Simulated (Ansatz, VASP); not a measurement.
**HF in VASP and in Ansatz**

File INCAR:

```
  PREC = Accurate
  ENCUT = 520
  EDIFF = 1E-6
  ISMEAR = 0
  SIGMA = 0.02
  LREAL = False
  LASPH = True
  NELM = 60
  ALGO = Normal
  ISIF = 2
  LWAVE = False
  LCHARG = False
  GGA = PS
  NBANDS = 11
```

KPOINTS

```
Automatic mesh
0
Gamma
  14 14 14
```

Contents of POSCAR:

```
HF
1.0
    0.0000000000      2.1835695150      2.3305012955
    2.0529634880      0.0000000000      2.3305012955
    2.0529634880      2.1835695150      0.0000000000
H F
1 1
Direct
    0.0000000000      0.0000000000      0.0000000000
    0.5000000000      0.5000000000      0.5000000000
```

Input for Ansatz:

```yaml
crystal:
  lattice:
    - [0.0, 2.183569515, 2.3305012955]
    - [2.052963488, 0.0, 2.3305012955]
    - [2.052963488, 2.183569515, 0.0]
  atoms:
    - { symbol: H, position: [0.0, 0.0, 0.0] }
    - { symbol: F, position: [0.5, 0.5, 0.5] }
basis:
  ecutwfc: 420
kpoints:
  mp_grid: { grid: [14, 14, 14] }
hamiltonian:
  xc: pbesol
scf:
  occupations: { method: gaussian, width: 0.02 }
output:
  forces: true
  stress: true
  eigenvalues: true
```

Alike in both runs: task single point; functional PBEsol; k mesh 14 × 14 × 14; occupations gaussian, width 0.02 eV; no spin polarisation.

|  | VASP | Ansatz |
| --- | --- | --- |
| version | VASP 6.6.1 | Ansatz 0.2.0 |
| potentials or method | VASP PAW PBE potentials, release 64 (H, F), cutoff 520 eV | scalar-relativistic, plane waves, PAW |
| valence electrons in the cell | 8 | 8 |

|  | VASP | Ansatz | Ansatz less VASP |
| --- | --- | --- | --- |
| gap on the k mesh at the Fermi level (eV) | 0.55 | 0.56 | +0.011 |
| least direct gap on the mesh (eV) | 0.55 | 0.56 | +0.011 |
| pressure (GPa) | -24.4 | -24.0 | +0.39 |
| traceless stress, the component that is largest in VASP (GPa) | -9.10 | -9.17 | -0.073 |

VASP's potentials were made for PBE, not for PBEsol. The functional is the same, so the differences come from potentials, cutoffs and numerics.
